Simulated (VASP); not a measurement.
# Al3GaN4 (Cmm2) in VASP: further runs

The runs below take Al3GaN4 through single point, with PBEsol.

Everything below comes from runs of VASP 6.6.1. Logs are shortened: lines on timing, memory, paths and dates and some standing lists are left out, and cuts for length are marked.

### Step 1. The cell of the first run

It takes space group Cmm2 (No. 35, orthorhombic). The conventional cell has a = 6.232 Å, b = 6.232 Å, c = 8.514 Å, α = 90.00°, β = 90.00°, γ = 90.00°. Al (site symmetry 2) has 4 N at 1.74 to 1.90 Å within 2.3 Å. Within 2.5 Å of Al (site symmetry 2) lie 4 N at 1.90 Å. Within 2.5 Å of Al (site symmetry mm2) lie 4 N at 1.90 Å. Al (site symmetry mm2) has 4 N at 1.90 Å within 2.5 Å. Within 2.6 Å of Ga (site symmetry mm2) lie 4 N at 1.95 Å. Within 2.6 Å of Ga (site symmetry mm2) lie 4 N at 1.95 Å. N (site symmetry m) has 3 Al at 1.90 Å and 1 Ga at 1.95 Å within 2.5 Å. N (site symmetry m) has 3 Al at 1.90 Å and 1 Ga at 1.95 Å within 2.5 Å.

### Step 2. Single point, PBEsol (the distance across one plane changed)

The input, INCAR:

```
SYSTEM = Al3GaN4
ALGO = Normal ; EDIFF = 1E-6
ENCUT = 520 ; GGA = PS
ISIF = 2 ; ISMEAR = 0
LASPH = .TRUE. ; LCHARG = .FALSE.
LREAL = Auto ; LWAVE = .FALSE.
NBANDS = 56 ; NELM = 60
PREC = Accurate ; SIGMA = 0.05
```

The input, KPOINTS:

```
k-points
0
G
  5 5 3
  0 0 0
```

The input, POSCAR:

```
Al3GaN4
1.0
    0.0000000000     -4.4069948432      0.0000000000
    0.0000000000      0.0000000000     -4.4069948432
    8.5139896863      0.0000000000      0.0000000000
Al Ga N
6 2 8
Direct
    0.5000000000      1.0000000000      0.0633564508
    0.5000000000      1.0000000000      0.5809745130
    0.0000000000      0.5000000000      0.0633564508
    0.0000000000      0.5000000000      0.5809745130
    0.5000000000      0.5000000000      0.3221654819
    0.5000000000      0.5000000000      0.8397835441
    0.0000000000      1.0000000000      0.3221654819
    0.0000000000      1.0000000000      0.8397835441
    0.2552922824      0.7447077176      0.1900215854
    0.2552922824      0.7447077176      0.7076396476
    0.7447077176      0.2552922824      0.1900215854
    0.7447077176      0.2552922824      0.7076396476
    0.2552922824      0.2552922824      0.9719274407
    0.2552922824      0.2552922824      0.4543093784
    0.7447077176      0.7447077176      0.9719274407
    0.7447077176      0.7447077176      0.4543093784
```

Potentials or basis: VASP PAW PBE potentials, release 64 (Al, Ga_d, N).

Launch:

```console
cat potpaw_PBE.64/Al/POTCAR potpaw_PBE.64/Ga_d/POTCAR potpaw_PBE.64/N/POTCAR > POTCAR
mpirun -np 1 vasp_std > vasp.out
```

OUTCAR:

```text
SYSTEM = Al3GaN4
   EDIFF = 1E-6
   ENCUT = 520
   GGA = PS
   ISIF = 2
   ISMEAR = 0
   LASPH = .TRUE.
   LREAL = Auto
   NELM = 60
   PREC = Accurate

 ion  position               nearest neighbor table
   1  0.500  0.000  0.063-  13 1.74  15 1.74   9 1.90  11 1.90   6 2.91   8 2.91   6 2.91   8 2.91
                             5 3.12   7 3.12   7 3.12   5 3.12   3 3.12   3 3.12   3 3.12   3 3.12
   2  0.500  0.000  0.581-  10 1.90  12 1.90  14 1.90  16 1.90   5 3.12   6 3.12   7 3.12   8 3.12
                             5 3.12   6 3.12   7 3.12   8 3.12   4 3.12   4 3.12   4 3.12   4 3.12
   3  0.000  0.500  0.063-  13 1.74  15 1.74   9 1.90  11 1.90   6 2.91   8 2.91   8 2.91   6 2.91
                             7 3.12   7 3.12   5 3.12   5 3.12   1 3.12   1 3.12   1 3.12   1 3.12
   4  0.000  0.500  0.581-  10 1.90  12 1.90  14 1.90  16 1.90   5 3.12   6 3.12   7 3.12   8 3.12
                             7 3.12   8 3.12   5 3.12   6 3.12   2 3.12   2 3.12   2 3.12   2 3.12
   5  0.500  0.500  0.322-  14 1.90  16 1.90   9 1.90  11 1.90   1 3.12   2 3.12   3 3.12   4 3.12
                             1 3.12   2 3.12   3 3.12   4 3.12   7 3.12   7 3.12   7 3.12   7 3.12
   6  0.500  0.500  0.840-  10 1.90  12 1.90  13 1.90  15 1.90   1 2.91   3 2.91   1 2.91   3 2.91
                             2 3.12   2 3.12   4 3.12   4 3.12   8 3.12   8 3.12   8 3.12   8 3.12
   7  0.000  0.000  0.322-  14 1.95  16 1.95   9 1.95  11 1.95   1 3.12   2 3.12   3 3.12   4 3.12
                             3 3.12   4 3.12   1 3.12   2 3.12   5 3.12   5 3.12   5 3.12   5 3.12
   8  0.000  0.000  0.840-  10 1.95  12 1.95  13 1.95  15 1.95   1 2.91   3 2.91   3 2.91   1 2.91
                             2 3.12   4 3.12   4 3.12   2 3.12   6 3.12   6 3.12   6 3.12   6 3.12
   9  0.255  0.745  0.190-   5 1.90   3 1.90   1 1.90   7 1.95
  10  0.255  0.745  0.708-   6 1.90   4 1.90   2 1.90   8 1.95
  11  0.745  0.255  0.190-   5 1.90   3 1.90   1 1.90   7 1.95
  12  0.745  0.255  0.708-   6 1.90   4 1.90   2 1.90   8 1.95
  13  0.255  0.255  0.972-   3 1.74   1 1.74   6 1.90   8 1.95
  14  0.255  0.255  0.454-   5 1.90   4 1.90   2 1.90   7 1.95
  15  0.745  0.745  0.972-   3 1.74   1 1.74   6 1.90   8 1.95
  16  0.745  0.745  0.454-   5 1.90   4 1.90   2 1.90   7 1.95

  LATTYP: Found a simple tetragonal cell.
 ALAT       =     4.4069948432
 C/A-ratio  =     1.9319264009

  Lattice vectors:

 A1 = (   0.0000000000,  -4.4069948432,   0.0000000000)
 A2 = (   0.0000000000,   0.0000000000,  -4.4069948432)
 A3 = (   8.5139896863,   0.0000000000,   0.0000000000)

Analysis of symmetry for initial positions (statically):
=====================================================================
 Subroutine PRICEL returns:
 Original cell was already a primitive cell.

 Routine SETGRP: Setting up the symmetry group for a
 simple tetragonal supercell.

 Subroutine GETGRP returns: Found  4 space group operations
 (whereof  4 operations were pure point group operations)
 out of a pool of 16 trial point group operations.

The static configuration has the point symmetry C_2v.

Analysis of symmetry for dynamics (positions and initial velocities):
=====================================================================
 Subroutine PRICEL returns:
 Original cell was already a primitive cell.

 Routine SETGRP: Setting up the symmetry group for a
 simple tetragonal supercell.

 Subroutine GETGRP returns: Found  4 space group operations
 (whereof  4 operations were pure point group operations)
 out of a pool of 16 trial point group operations.

The dynamic configuration has the point symmetry C_2v.

 Subroutine INISYM returns: Found  4 space group operations
 (whereof  4 operations are pure point group operations),
 and found     1 'primitive' translations

----------------------------------------------------------------------------------------

                                     Primitive cell

  volume of cell :     165.3553

  direct lattice vectors                    reciprocal lattice vectors
     0.000000000 -4.406994843  0.000000000     0.000000000 -0.226911997  0.000000000
     0.000000000  0.000000000 -4.406994843     0.000000000  0.000000000 -0.226911997
     8.513989686  0.000000000  0.000000000     0.117453748  0.000000000  0.000000000

  length of vectors
     4.406994843  4.406994843  8.513989686     0.226911997  0.226911997  0.117453748

  position of ions in fractional coordinates (direct lattice)
     0.500000000  0.000000000  0.063356451
[... 37 lines left out ...]
 KPOINTS: k-points

Automatic generation of k-mesh.
 Grid dimensions read from file:
 generate k-points for:    5    5    3

 Generating k-lattice:

  Cartesian coordinates                     Fractional coordinates (reciprocal lattice)
     0.000000000 -0.045382399  0.000000000     0.200000000  0.000000000  0.000000000
     0.000000000  0.000000000 -0.045382399     0.000000000  0.200000000  0.000000000
     0.039151249  0.000000000  0.000000000     0.000000000  0.000000000  0.333333333

  Length of vectors
     0.045382399  0.045382399  0.039151249

  Shift w.r.t. Gamma in fractional coordinates (k-lattice)
     0.000000000  0.000000000  0.000000000

 Subroutine IBZKPT returns following result:
 ===========================================

 Found     18 irreducible k-points:

 Following reciprocal coordinates:
            Coordinates               Weight
  0.000000  0.000000  0.000000      1.000000
  0.200000  0.000000  0.000000      4.000000
  0.400000  0.000000  0.000000      4.000000
  0.200000  0.200000  0.000000      2.000000
 -0.200000  0.200000  0.000000      2.000000
  0.400000  0.200000  0.000000      4.000000
[... 10 lines left out ...]
  0.400000  0.400000  0.333333      4.000000
 -0.400000  0.400000  0.333333      4.000000
   k-points           NKPTS =     18   k-points in BZ     NKDIM =     18   number of bands    NBANDS=     56
   number of dos      NEDOS =    301   number of ions     NIONS =     16
   total plane-waves  NPLWV =  82944
   dimension x,y,z NGX =    36 NGY =   36 NGZ =   64
   dimension x,y,z NGXF=    72 NGYF=   72 NGZF=  128
   ions per type =               6   2   8
   NGX,Y,Z   is equivalent  to a cutoff of  13.58, 13.58, 12.50 a.u.
   NGXF,Y,Z  is equivalent  to a cutoff of  27.16, 27.16, 24.99 a.u.
 SYSTEM =  Al3GaN4
   PREC   = accura    normal or accurate (medium, high low for compatibility)
   ISTART =      0    job   : 0-new  1-cont  2-samecut
   ICHARG =      2    charge: 1-file 2-atom 10-const
   ISPIN  =      1    spin polarized calculation?
   LNONCOLLINEAR =      F non collinear calculations
   LSORBIT =      F    spin-orbit coupling
   LASPH  =      T    aspherical Exc in radial PAW
   ENCUT  =  520.0 eV  38.22 Ry    6.18 a.u.   8.19  8.19 15.83*2*pi/ulx,y,z
   NELM   =     60;   NELMIN=  2; NELMDL= -5     # of ELM steps
   EDIFF  = 0.1E-05   stopping-criterion for ELM
   LREAL  =      T    real-space projection
   EDIFFG = 0.1E-04   stopping-criterion for IOM
   NSW    =      0    number of steps for IOM
   IBRION =     -1    ionic relax: 0-MD 1-quasi-New 2-CG
   NFREE  =      0    steps in history (QN), initial steepest desc. (CG)
   ISIF   =      2    stress and relaxation
   ISYM   =      2    0-nonsym 1-usesym 2-fastsym
   POTIM  = 0.5000    time-step for ionic-motion
   TEBEG  =    0.0;   TEEND  =   0.0 temperature during run
   PSTRESS=    0.0 pullay stress
   NELECT =      84.0000    total number of electrons
   NUPDOWN=      -1.0000    fix difference up-down
   EMIN   =  10.00;   EMAX   =-10.00  energy-range for DOS
   EFERMI =   0.00;   METHOD = LEGACY
   ISMEAR =     0;   SIGMA  =   0.05  broadening in eV -4-tet -1-fermi 0-gaus
   EFERMI_NEDOS =   21; number of points for ismear=-14 and -15
   IALGO  =     38    algorithm
   IMIX   =      4    mixing-type and parameters
     AMIX     =   0.40;   BMIX     =  1.00
     AMIX_MAG =   1.60;   BMIX_MAG =  1.00
  volume/ion in A,a.u.               =      10.33        69.74
  Fermi-wavevector in a.u.,A,eV,Ry     =   1.306257  2.468467 23.215710  1.706307
  Thomas-Fermi vector in A             =   2.437071
   LORBIT       =      0    0 simple, 1 ext, 2 COOP (PROOUT), +10 PAW based schemes
   GGA     = PS    functional components
   LHFCALC =     F    Hartree Fock is set to
   AEXX    =    0.0000 exact exchange contribution
   IVDW    =     0    specifies the selected vdW correction
   LEPSILON=     F    determine dielectric tensor
   LRPA    =     F    only Hartree local field effects (RPA)
 non-spin polarized calculation
 Gauss-broadening in eV      SIGMA  =   0.05
  energy-cutoff  :      520.00
  volume of cell :      165.36
 maximum number of plane-waves:      4466
 NGX is ok and might be reduce to    36
   NGX = 17   NGY = 17   NGZ = 31

 number of electron      83.9999991 magnetization

 Free energy of the ion-electron system (eV)
  ---------------------------------------------------
  ext. energy  EPLUGINS =         0.00000000
  ---------------------------------------------------
  free energy    TOTEN  =      -118.61157207 eV

  energy without entropy =     -118.61157207  energy(sigma->0) =     -118.61157207

 E-fermi :   6.3751     XC(G=0): -11.4915

 val. band max:        6.1622793023   @ k =   0.0000   0.0000   0.0000
 cond. band min:       9.0349437480   @ k =   0.0000   0.0000   0.0000
 fundamental gap:      2.8726644457
 Fermi energy:         6.3750570200

 k-point     1 :       0.0000    0.0000    0.0000
  band No.  band energies     occupation
      1      -9.6384      2.00000
      2      -8.5779      2.00000
      3      -8.1040      2.00000
      4      -7.9983      2.00000
      5      -7.8250      2.00000
      6      -7.3879      2.00000
[... 1015 lines left out ...]
     53      14.2773      0.00000
     54      14.5608      0.00000
 [bands above 54 left out]

------------------------ aborting loop because EDIFF is reached ----------------------------------------

  FORCE on cell =-STRESS in cart. coord.  units (eV):
  Direction    XX          YY          ZZ          XY          YZ          ZX
  --------------------------------------------------------------------------------------
  -------------------------------------------------------------------------------------
  Total        7.9238614      9.3740328      9.3740328      0.0000000     -5.0600829      0.0000000
  in kB       76.7766662     90.8278111     90.8278111      0.0000000    -49.0286586      0.0000000
  external PRESSURE =      86.1440962 kB  Pullay stress =       0.0000000 kB

 VOLUME and BASIS-vectors are now :
 -----------------------------------------------------------------------------
  energy-cutoff  :      520.00
  volume of cell :      165.36
      direct lattice vectors                 reciprocal lattice vectors
     0.000000000 -4.406994843  0.000000000     0.000000000 -0.226911997  0.000000000
     0.000000000  0.000000000 -4.406994843     0.000000000  0.000000000 -0.226911997
     8.513989686  0.000000000  0.000000000     0.117453748  0.000000000  0.000000000

 POSITION                                       TOTAL-FORCE (eV/Angst)
 -----------------------------------------------------------------------------------
      0.53942     -2.20350      0.00000         4.190811      0.000000      0.000000
      4.94641     -2.20350      0.00000        -0.436616      0.000000      0.000000
      0.53942      0.00000     -2.20350         4.190811      0.000000      0.000000
      4.94641      0.00000     -2.20350        -0.436616      0.000000      0.000000
      2.74291     -2.20350     -2.20350        -0.480030      0.000000      0.000000
      7.14991     -2.20350     -2.20350        -0.767399      0.000000      0.000000
[... 8 lines left out ...]
      8.27498     -3.28192     -3.28192        -3.734085      0.059501      0.059501
      3.86799     -3.28192     -3.28192         0.433268      0.007182      0.007182
 -----------------------------------------------------------------------------------
    total drift:                               -0.004796     -0.000000     -0.000000

  FREE ENERGIE OF THE ION-ELECTRON SYSTEM (eV)
  ---------------------------------------------------
  free  energy   TOTEN  =      -118.6115720669 eV

  energy  without entropy=     -118.6115720669  energy(sigma->0) =     -118.61157207
```

It took 3.6 min on 1 thread of AMD EPYC 9R45 (Zen 5), shared host; peak memory 0.3 GiB.

Results:

* Free energy: -118.6116 eV
* Pressure: 8.6 GPa
* Largest force: 4.191 eV/Å
* Band gap on the k mesh: 2.87 eV

Forces in eV/Å, atoms in the order of the input:
```
Al   4.191  0.000  0.000
Al  -0.437  0.000  0.000
Al   4.191  0.000  0.000
Al  -0.437  0.000  0.000
Al  -0.480  0.000  0.000
Al  -0.767  0.000  0.000
Ga  -0.514  0.000  0.000
Ga  -0.769  0.000  0.000
N    0.436  0.050 -0.050
N    0.376  0.002 -0.002
N    0.436 -0.050  0.050
N    0.376 -0.002  0.002
N   -3.734 -0.060 -0.060
N    0.433 -0.007 -0.007
N   -3.734  0.060  0.060
N    0.433  0.007  0.007
```

Caveat: the cell differs from its parent crystal (the distance across one plane changed); the cell stands under pressure; the PAW data sets were made with another functional, which shifts forces and pressure a little. A k mesh can miss the band edges.

### Step 3. Single point, PBEsol (the distance across one plane changed)

The input, INCAR:

```
PREC = Accurate ; ENCUT = 520
EDIFF = 1E-6 ; ISMEAR = 0
SIGMA = 0.05 ; LREAL = Auto
LASPH = True ; NELM = 100
ALGO = Normal ; ISIF = 2
LWAVE = False ; LCHARG = False
GGA = PS ; NBANDS = 56
```

The input, KPOINTS:

```
regular mesh
0
Gamma
  5 5 3
```

The input, POSCAR:

```
Al3GaN4
1.0
    0.0000000000     -4.4069948432      0.0000000000
    0.0000000000      0.0000000000     -4.4069948432
   13.3139896863      0.0000000000      0.0000000000
Al Ga N
6 2 8
Direct
    0.5000000000      1.0000000000      0.0405149907
    0.5000000000      1.0000000000      0.3715198170
    0.0000000000      0.5000000000      0.0405149907
    0.0000000000      0.5000000000      0.3715198170
    0.5000000000      0.5000000000      0.2060174039
    0.5000000000      0.5000000000      0.5370222301
    0.0000000000      1.0000000000      0.2060174039
    0.0000000000      1.0000000000      0.5370222301
    0.2552922824      0.7447077176      0.1215144263
    0.2552922824      0.7447077176      0.4525192526
    0.7447077176      0.2552922824      0.1215144263
    0.7447077176      0.2552922824      0.4525192526
    0.2552922824      0.2552922824      0.6215252077
    0.2552922824      0.2552922824      0.2905203815
    0.7447077176      0.7447077176      0.6215252077
    0.7447077176      0.7447077176      0.2905203815
```

Potentials or basis: VASP PAW PBE potentials, release 64 (Al, Ga_d, N).

Launch:

```console
cat potpaw_PBE.64/Al/POTCAR potpaw_PBE.64/Ga_d/POTCAR potpaw_PBE.64/N/POTCAR > POTCAR
mpirun -np 1 vasp_std > vasp.out
```

OUTCAR:

```text
PREC = Accurate
   ENCUT = 520
   EDIFF = 1E-6
   ISMEAR = 0
   LREAL = Auto
   LASPH = True
   NELM = 100
   ISIF = 2
   GGA = PS

 ion  position               nearest neighbor table
   1  0.500  0.000  0.041-   9 1.90  11 1.90   3 3.12   3 3.12   3 3.12   3 3.12   5 3.12   7 3.12
                             7 3.12   5 3.12
   2  0.500  0.000  0.372-  14 1.90  16 1.90  10 1.90  12 1.90   5 3.12   6 3.12   7 3.12   8 3.12
                             5 3.12   6 3.12   7 3.12   8 3.12   4 3.12   4 3.12   4 3.12   4 3.12
   3  0.000  0.500  0.041-   9 1.90  11 1.90   1 3.12   1 3.12   1 3.12   1 3.12   7 3.12   7 3.12
[... 1267 lines left out ...]
  in kB      -13.2748827    -15.5881421    -15.5881421      0.0000000     10.4812457      0.0000000
  external PRESSURE =     -14.8170556 kB  Pullay stress =       0.0000000 kB

 VOLUME and BASIS-vectors are now :
 -----------------------------------------------------------------------------
  energy-cutoff  :      520.00
  volume of cell :      258.58
      direct lattice vectors                 reciprocal lattice vectors
     0.000000000 -4.406994843  0.000000000     0.000000000 -0.226911997  0.000000000
     0.000000000  0.000000000 -4.406994843     0.000000000  0.000000000 -0.226911997
    13.313989686  0.000000000  0.000000000     0.075108966  0.000000000  0.000000000

 POSITION                                       TOTAL-FORCE (eV/Angst)
 -----------------------------------------------------------------------------------
      0.53942     -2.20350      0.00000        -0.254743      0.000000      0.000000
      4.94641     -2.20350      0.00000         0.858216      0.000000      0.000000
      0.53942      0.00000     -2.20350        -0.254743      0.000000      0.000000
      4.94641      0.00000     -2.20350         0.858216      0.000000      0.000000
      2.74291     -2.20350     -2.20350         0.681778      0.000000      0.000000
      7.14991     -2.20350     -2.20350         1.381565      0.000000      0.000000
[... 8 lines left out ...]
      8.27498     -3.28192     -3.28192        -1.232801     -0.214352     -0.214352
      3.86799     -3.28192     -3.28192        -0.689807     -0.005622     -0.005622
 -----------------------------------------------------------------------------------
    total drift:                               -0.019555     -0.000000     -0.000000

  FREE ENERGIE OF THE ION-ELECTRON SYSTEM (eV)
  ---------------------------------------------------
  free  energy   TOTEN  =      -106.0720175062 eV

  energy  without entropy=     -106.0532016850  energy(sigma->0) =     -106.06260960
```

OSZICAR:

```text
N       E                     dE             d eps       ncg     rms          rms(c)
DAV:   1     0.802052328318E+03    0.80205E+03   -0.35400E+04  2256   0.166E+03
DAV:   2     0.396371799722E+02   -0.76242E+03   -0.71065E+03  2352   0.500E+02
[... 12 lines left out ...]
DAV:  15    -0.106072938152E+03   -0.10274E-02   -0.32715E-03  2712   0.233E-01    0.295E-01
DAV:  16    -0.106072286724E+03    0.65143E-03   -0.84720E-04  2520   0.138E-01    0.177E-01
DAV:  17    -0.106072009942E+03    0.27678E-03   -0.95659E-04  2456   0.102E-01    0.428E-02
DAV:  18    -0.106072008848E+03    0.10933E-05   -0.13946E-04  2856   0.580E-02    0.149E-02
DAV:  19    -0.106072016282E+03   -0.74334E-05   -0.21103E-05  2424   0.193E-02    0.137E-02
DAV:  20    -0.106072017308E+03   -0.10261E-05   -0.85074E-06  2240   0.156E-02    0.324E-03
DAV:  21    -0.106072017506E+03   -0.19841E-06   -0.14482E-06  1688   0.931E-03
   1 F= -.10607202E+03 E0= -.10606261E+03  d E =-.188158E-01
```

Wall time 7 min (1 thread of AMD EPYC 9R45 (Zen 5), shared host); peak memory 0.42 GiB.

What came out:

```yaml
Free_energy: -106.0720 eV
Pressure: -1.5 GPa
Largest_force: 1.944 eV/Å
Band_gap_on_the_k_mesh: zero (bands 42 and 43 overlap by 0.02 eV)
```

Forces in eV/Å, atoms in the order of the input:
```
Al  -0.255  0.000  0.000
Al   0.858  0.000  0.000
Al  -0.255  0.000  0.000
Al   0.858  0.000  0.000
Al   0.682  0.000  0.000
Al   1.382  0.000  0.000
Ga   0.699  0.000  0.000
Ga   1.944  0.000  0.000
N   -0.151 -0.115  0.115
N   -0.883 -0.053  0.053
N   -0.151  0.115 -0.115
N   -0.883  0.053 -0.053
N   -1.233  0.214  0.214
N   -0.690  0.006  0.006
N   -1.233 -0.214 -0.214
N   -0.690 -0.006 -0.006
```

Levels at points of the mesh, in eV from the Fermi level:
```csv
k point,band 39,band 40,band 41,band 42,band 43,band 44,band 45,band 46
"(0.00, 0.00, 0.00)",-0.67,-0.67,-0.36,-0.07,-0.02,0.90,1.72,2.69
```

Caveat: the cell differs from its parent crystal (the distance across one plane changed); semilocal functionals underestimate gaps, and a narrow one can read as zero; the PAW data sets were made with another functional, which shifts forces and pressure a little.

The gap in the log of VASP goes by the Fermi energy; the results here count the filled bands.